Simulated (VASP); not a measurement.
# SnO2 (P4_2/mnm) in VASP: electric field gradients with r2SCAN

Aim: the electric field gradients of SnO2 with r2SCAN.

Program: VASP 6.6.1. These are calculated values, not measurements. Logs are shortened: lines on timing, memory, paths and dates and some standing lists are left out, and cuts for length are marked.

## 1. The cell of the first run

It takes space group P4_2/mnm (No. 136, tetragonal). The conventional cell has a = 4.737 Å, b = 4.737 Å, c = 3.186 Å, α = 90.00°, β = 90.00°, γ = 90.00°. Sn (site symmetry mmm) has 6 O at 2.05 to 2.06 Å within 2.7 Å. Within 2.7 Å of O (site symmetry m2m) lie 3 Sn at 2.05 to 2.06 Å and 1 O at 2.61 Å.

## 2. Electric field gradients, r2SCAN

The input, POSCAR:

```
SnO2
1.0
    4.7372700000      0.0000000000      0.0000000000
    0.0000000000      4.7372700000      0.0000000000
    0.0000000000      0.0000000000      3.1863830000
Sn O
2 4
Direct
    0.0000000000      0.0000000000      0.0000000000
    0.5000000000      0.5000000000      0.5000000000
    0.3054018543      0.3054018543      0.0000000000
    0.1945981457      0.8054018543      0.5000000000
    0.6945981457      0.6945981457      0.0000000000
    0.8054018543      0.1945981457      0.5000000000
```

The input, INCAR.step1:

```
SYSTEM = SnO2
  PREC = Accurate
  ENCUT = 520
  ISMEAR = 0
  SIGMA = 0.01
  LREAL = .False.
  LASPH = .True.
  NELM = 80
  NBANDS = 35
  GGA = PE
  ALGO = Normal
  EDIFF = 1E-4
  LWAVE = .True.
  LCHARG = .False.
```

The input, INCAR.step2:

```
SYSTEM = SnO2
  PREC = Accurate
  ENCUT = 520
  EDIFF = 1E-8
  ISMEAR = 0
  SIGMA = 0.01
  LREAL = .False.
  LASPH = .True.
  NELM = 80
  ALGO = Normal
  ISIF = 2
  LWAVE = .False.
  LCHARG = .False.
  METAGGA = R2SCAN
  LMIXTAU = .True.
  LEFG = .True.
  NBANDS = 35
  ISTART = 1
```

The input, KPOINTS:

```
Automatic mesh
0
Gamma
  5 5 8
  0 0 0
```

Potentials or basis: VASP PAW PBE potentials, release 64 (Sn_d, O).

On the command line:

```
$ cat potpaw_PBE.64/Sn_d/POTCAR potpaw_PBE.64/O/POTCAR > POTCAR
$ cp INCAR.step1 INCAR
$ mpirun -np 1 vasp_std > vasp.out
$ cp INCAR.step2 INCAR
$ mpirun -np 1 vasp_std > vasp.out
```

OUTCAR:

```text
SYSTEM = SnO2
   PREC = Accurate
   ENCUT = 520
   EDIFF = 1E-8
   ISMEAR = 0
   LREAL = .False.
   LASPH = .True.
   NELM = 80
   ISIF = 2
   METAGGA = R2SCAN
   ISTART = 1

 ion  position               nearest neighbor table
   1  0.000  0.000  0.000-   3 2.05   5 2.05   4 2.06   6 2.06   4 2.06   6 2.06   2 3.71   2 3.71
                             2 3.71   2 3.71   2 3.71   2 3.71   2 3.71   2 3.71
   2  0.500  0.500  0.500-   4 2.05   6 2.05   5 2.06   3 2.06   3 2.06   5 2.06   1 3.71   1 3.71
                             1 3.71   1 3.71   1 3.71   1 3.71   1 3.71   1 3.71
   3  0.305  0.305  0.000-   1 2.05   2 2.06   2 2.06
   4  0.195  0.805  0.500-   2 2.05   1 2.06   1 2.06
   5  0.695  0.695  0.000-   1 2.05   2 2.06   2 2.06
   6  0.805  0.195  0.500-   2 2.05   1 2.06   1 2.06

  LATTYP: Found a simple tetragonal cell.
 ALAT       =     4.7372700000
 C/A-ratio  =     0.6726200955

  Lattice vectors:

 A1 = (   4.7372700000,   0.0000000000,   0.0000000000)
 A2 = (   0.0000000000,   4.7372700000,   0.0000000000)
 A3 = (   0.0000000000,   0.0000000000,   3.1863830000)

Analysis of symmetry for initial positions (statically):
=====================================================================
 Subroutine PRICEL returns:
 Original cell was already a primitive cell.

 Routine SETGRP: Setting up the symmetry group for a
 simple tetragonal supercell.

 Subroutine GETGRP returns: Found 16 space group operations
 (whereof  8 operations were pure point group operations)
 out of a pool of 16 trial point group operations.

The static configuration has the point symmetry D_2h.
 The point group associated with its full space group is D_4h.

Analysis of symmetry for dynamics (positions and initial velocities):
=====================================================================
 Subroutine PRICEL returns:
 Original cell was already a primitive cell.

 Routine SETGRP: Setting up the symmetry group for a
 simple tetragonal supercell.

 Subroutine GETGRP returns: Found 16 space group operations
 (whereof  8 operations were pure point group operations)
 out of a pool of 16 trial point group operations.

The dynamic configuration has the point symmetry D_2h.
 The point group associated with its full space group is D_4h.

 Subroutine INISYM returns: Found 16 space group operations
 (whereof  8 operations are pure point group operations),
 and found     1 'primitive' translations

----------------------------------------------------------------------------------------

                                     Primitive cell

  volume of cell :      71.5079

  direct lattice vectors                    reciprocal lattice vectors
     4.737270000  0.000000000  0.000000000     0.211092042  0.000000000  0.000000000
     0.000000000  4.737270000  0.000000000     0.000000000  0.211092042  0.000000000
     0.000000000  0.000000000  3.186383000     0.000000000  0.000000000  0.313835468

  length of vectors
     4.737270000  4.737270000  3.186383000     0.211092042  0.211092042  0.313835468

  position of ions in fractional coordinates (direct lattice)
     0.000000000  0.000000000  0.000000000
     0.500000000  0.500000000  0.500000000
     0.305401854  0.305401854  0.000000000
     0.194598146  0.805401854  0.500000000
     0.694598146  0.694598146  0.000000000
     0.805401854  0.194598146  0.500000000

  ion indices of the primitive-cell ions
   primitive index   ion index
                 1           1
                 2           2
                 3           3
                 4           4
                 5           5
                 6           6

----------------------------------------------------------------------------------------

 KPOINTS: Automatic mesh

Automatic generation of k-mesh.
 Grid dimensions read from file:
 generate k-points for:    5    5    8

 Generating k-lattice:

  Cartesian coordinates                     Fractional coordinates (reciprocal lattice)
     0.042218408  0.000000000  0.000000000     0.200000000  0.000000000  0.000000000
     0.000000000  0.042218408  0.000000000     0.000000000  0.200000000  0.000000000
     0.000000000  0.000000000  0.039229433     0.000000000  0.000000000  0.125000000

  Length of vectors
     0.042218408  0.042218408  0.039229433

  Shift w.r.t. Gamma in fractional coordinates (k-lattice)
     0.000000000  0.000000000  0.000000000

 Subroutine IBZKPT returns following result:
 ===========================================

 Found     30 irreducible k-points:

 Following reciprocal coordinates:
            Coordinates               Weight
  0.000000  0.000000  0.000000      1.000000
  0.200000  0.000000  0.000000      4.000000
  0.400000  0.000000  0.000000      4.000000
  0.200000  0.200000  0.000000      4.000000
  0.400000  0.200000  0.000000      8.000000
  0.400000  0.400000  0.000000      4.000000
[... 16 lines left out ...]
  0.400000  0.200000  0.375000     16.000000
  0.400000  0.400000  0.375000      8.000000
 [... further k-points ...]
   k-points           NKPTS =     30   k-points in BZ     NKDIM =     30   number of bands    NBANDS=     35
   number of dos      NEDOS =    301   number of ions     NIONS =      6
   total plane-waves  NPLWV =  31104
   dimension x,y,z NGX =    36 NGY =   36 NGZ =   24
   dimension x,y,z NGXF=    72 NGYF=   72 NGZF=   48
   ions per type =               2   4
   NGX,Y,Z   is equivalent  to a cutoff of  12.63, 12.63, 12.52 a.u.
   NGXF,Y,Z  is equivalent  to a cutoff of  25.27, 25.27, 25.04 a.u.
 SYSTEM =  SnO2
   PREC   = accura    normal or accurate (medium, high low for compatibility)
   ISTART =      1    job   : 0-new  1-cont  2-samecut
   ICHARG =      0    charge: 1-file 2-atom 10-const
   ISPIN  =      1    spin polarized calculation?
   LNONCOLLINEAR =      F non collinear calculations
   LSORBIT =      F    spin-orbit coupling
   LASPH  =      T    aspherical Exc in radial PAW
   ENCUT  =  520.0 eV  38.22 Ry    6.18 a.u.   8.81  8.81  5.92*2*pi/ulx,y,z
   NELM   =     80;   NELMIN=  2; NELMDL=  0     # of ELM steps
   EDIFF  = 0.1E-07   stopping-criterion for ELM
   LREAL  =      F    real-space projection
   EDIFFG = 0.1E-06   stopping-criterion for IOM
   NSW    =      0    number of steps for IOM
   IBRION =     -1    ionic relax: 0-MD 1-quasi-New 2-CG
   NFREE  =      0    steps in history (QN), initial steepest desc. (CG)
   ISIF   =      2    stress and relaxation
   ISYM   =      2    0-nonsym 1-usesym 2-fastsym
   POTIM  = 0.5000    time-step for ionic-motion
   TEBEG  =    0.0;   TEEND  =   0.0 temperature during run
   PSTRESS=    0.0 pullay stress
   NELECT =      52.0000    total number of electrons
   NUPDOWN=      -1.0000    fix difference up-down
   EMIN   =  10.00;   EMAX   =-10.00  energy-range for DOS
   EFERMI =   0.00;   METHOD = LEGACY
   ISMEAR =     0;   SIGMA  =   0.01  broadening in eV -4-tet -1-fermi 0-gaus
   EFERMI_NEDOS =   21; number of points for ismear=-14 and -15
   IALGO  =     38    algorithm
   IMIX   =      4    mixing-type and parameters
     AMIX     =   0.40;   BMIX     =  1.00
     AMIX_MAG =   1.60;   BMIX_MAG =  1.00
  volume/ion in A,a.u.               =      11.92        80.43
  Fermi-wavevector in a.u.,A,eV,Ry     =   1.472170  2.781997 29.487682  2.167283
  Thomas-Fermi vector in A             =   2.587217
   LORBIT       =      0    0 simple, 1 ext, 2 COOP (PROOUT), +10 PAW based schemes
   METAGGA = R2SCAN    functional components
   LHFCALC =     F    Hartree Fock is set to
   AEXX    =    0.0000 exact exchange contribution
   IVDW    =     0    specifies the selected vdW correction
   LEPSILON=     F    determine dielectric tensor
   LRPA    =     F    only Hartree local field effects (RPA)
 non-spin polarized calculation
 Gauss-broadening in eV      SIGMA  =   0.01
  energy-cutoff  :      520.00
  volume of cell :       71.51
 maximum number of plane-waves:      1948
 NGX is ok and might be reduce to    36
   NGX = 17   NGY = 17   NGZ = 11

 number of electron      51.9999990 magnetization

 Free energy of the ion-electron system (eV)
  ---------------------------------------------------
  ext. energy  EPLUGINS =         0.00000000
  ---------------------------------------------------
  free energy    TOTEN  =       -84.61132649 eV

  energy without entropy =      -84.61132649  energy(sigma->0) =      -84.61132649

 E-fermi :   5.8078     XC(G=0): -12.0509

 val. band max:        5.7226166229   @ k =   0.0000   0.0000   0.0000
 cond. band min:       7.6769331737   @ k =   0.0000   0.0000   0.0000
 fundamental gap:      1.9543165508
 Fermi energy:         5.8077578406

 k-point     1 :       0.0000    0.0000    0.0000
  band No.  band energies     occupation
      1     -16.0449      2.00000
      2     -15.0931      2.00000
      3     -14.7668      2.00000
      4     -14.7668      2.00000
      5     -14.7443      2.00000
      6     -14.7235      2.00000
[... 27 lines left out ...]
     34      19.0237      0.00000
     35      19.2750      0.00000

 k-point     2 :       0.2000    0.0000    0.0000
  band No.  band energies     occupation
      1     -15.9747      2.00000
      2     -15.1824      2.00000
      3     -14.7758      2.00000
      4     -14.7644      2.00000
      5     -14.7643      2.00000
      6     -14.7479      2.00000
[... 27 lines left out ...]
     34      18.9446      0.00000
     35      19.2213      0.00000
[... 796 lines left out ...]
     34      18.8404      0.00000
     35      19.0789      0.00000

 k-point    24 :       0.4000    0.4000    0.3750
  band No.  band energies     occupation
      1     -15.7624      2.00000
      2     -15.6482      2.00000
      3     -15.3037      2.00000
      4     -15.1228      2.00000
      5     -14.5714      2.00000
      6     -14.5654      2.00000
[... 27 lines left out ...]
     34      18.2241      0.00000
     35      19.4603      0.00000

 [... further k-points ...]
[... 5 lines left out ...]
  --------------------------------------------------------------------------------------
  -------------------------------------------------------------------------------------
  Total        1.6977731      1.6977731      2.2055603     -0.0000000      0.0000000      0.0000000
  in kB       38.0396030     38.0396030     49.4168741     -0.0000000      0.0000000      0.0000000
  external PRESSURE =      41.8320267 kB  Pullay stress =       0.0000000 kB

 VOLUME and BASIS-vectors are now :
 -----------------------------------------------------------------------------
  energy-cutoff  :      520.00
  volume of cell :       71.51
      direct lattice vectors                 reciprocal lattice vectors
     4.737270000  0.000000000  0.000000000     0.211092042  0.000000000  0.000000000
     0.000000000  4.737270000  0.000000000     0.000000000  0.211092042  0.000000000
     0.000000000  0.000000000  3.186383000     0.000000000  0.000000000  0.313835468

 POSITION                                       TOTAL-FORCE (eV/Angst)
 -----------------------------------------------------------------------------------
      0.00000      0.00000      0.00000         0.000000      0.000000      0.000000
      2.36863      2.36863      1.59319         0.000000      0.000000      0.000000
      1.44677      1.44677      0.00000         0.004308      0.004308      0.000000
      0.92186      3.81541      1.59319        -0.004308      0.004308      0.000000
      3.29050      3.29050      0.00000        -0.004308     -0.004308      0.000000
      3.81541      0.92186      1.59319         0.004308     -0.004308      0.000000
 -----------------------------------------------------------------------------------
    total drift:                                0.000000      0.000000      0.000000

  FREE ENERGIE OF THE ION-ELECTRON SYSTEM (eV)
  ---------------------------------------------------
  free  energy   TOTEN  =       -84.6113264866 eV

  energy  without entropy=      -84.6113264866  energy(sigma->0) =      -84.61132649

 Electric field gradients (V/A^2)
---------------------------------------------------------------------
 ion       V_xx      V_yy      V_zz      V_xy      V_xz      V_yz
---------------------------------------------------------------------
   1      23.720    23.720   -47.439   -32.571    -0.000     0.000
   2      23.720    23.720   -47.439    32.571    -0.000     0.000
   3     -22.839   -22.839    45.679    80.188     0.000     0.000
   4     -22.839   -22.839    45.679   -80.188     0.000     0.000
   5     -22.839   -22.839    45.679    80.188     0.000     0.000
   6     -22.839   -22.839    45.679   -80.188     0.000     0.000
---------------------------------------------------------------------

 Electric field gradients after diagonalization (V/A^2)
 (convention: |V_zz| > |V_xx| > |V_yy|)
----------------------------------------------------------------------
 ion       V_xx      V_yy      V_zz     asymmetry (V_yy - V_xx)/ V_zz
----------------------------------------------------------------------
   1     -47.439    -8.852    56.291       0.686
   2     -47.439    -8.852    56.291       0.686
   3      57.349    45.679  -103.027       0.113
   4      57.349    45.679  -103.027       0.113
   5      57.349    45.679  -103.027       0.113
   6      57.349    45.679  -103.027       0.113
----------------------------------------------------------------------

           NMR quadrupolar parameters

 Cq : quadrupolar parameter    Cq=e*Q*V_zz/h
 eta: asymmetry parameters     (V_yy - V_xx)/ V_zz
 Q  : nuclear electric quadrupole moment in mb (millibarn)
----------------------------------------------------------------------
 ion       Cq(MHz)       eta       Q (mb)
----------------------------------------------------------------------
   1       0.136       0.686       1.000
   2       0.136       0.686       1.000
   3      -0.249       0.113       1.000
   4      -0.249       0.113       1.000
   5      -0.249       0.113       1.000
   6      -0.249       0.113       1.000
----------------------------------------------------------------------
```

It took 5.7 min on 1 thread of Intel Xeon 8259CL, shared host; peak memory 0.21 GiB.

What came out:

```yaml
Free_energy: -84.6113 eV
Pressure: 4.2 GPa
Largest_force: 0.006 eV/Å
Band_gap_on_the_k_mesh: 1.95 eV
Largest_electric_field_gradient_by_atom: Sn +56.3; O -103.0 V/Å²
```

Forces in eV/Å, atoms in the order of the input:
```
Sn   0.000  0.000  0.000
Sn   0.000  0.000  0.000
O    0.004  0.004  0.000
O   -0.004  0.004  0.000
O   -0.004 -0.004  0.000
O    0.004 -0.004  0.000
```

Electric field gradients, principal values (V/Å²):
```
atom   least   middle  greatest (by size)
1 Sn  -8.852  -47.439              56.291
2 Sn  -8.852  -47.439              56.291
 3 O  45.679   57.349            -103.027
 4 O  45.679   57.349            -103.027
 5 O  45.679   57.349            -103.027
 6 O  45.679   57.349            -103.027
```

Caveat: the cell stands under pressure; without QUAD_EFG the Cq values of the log hold for a quadrupole moment of 1 mb, not for the nuclei; the PAW data sets were made with another functional, which shifts forces and pressure a little; spin-orbit coupling is left out, which moves the levels of the heavy elements. r2SCAN opens gaps a little over a GGA but as a rule still falls short of measured ones.
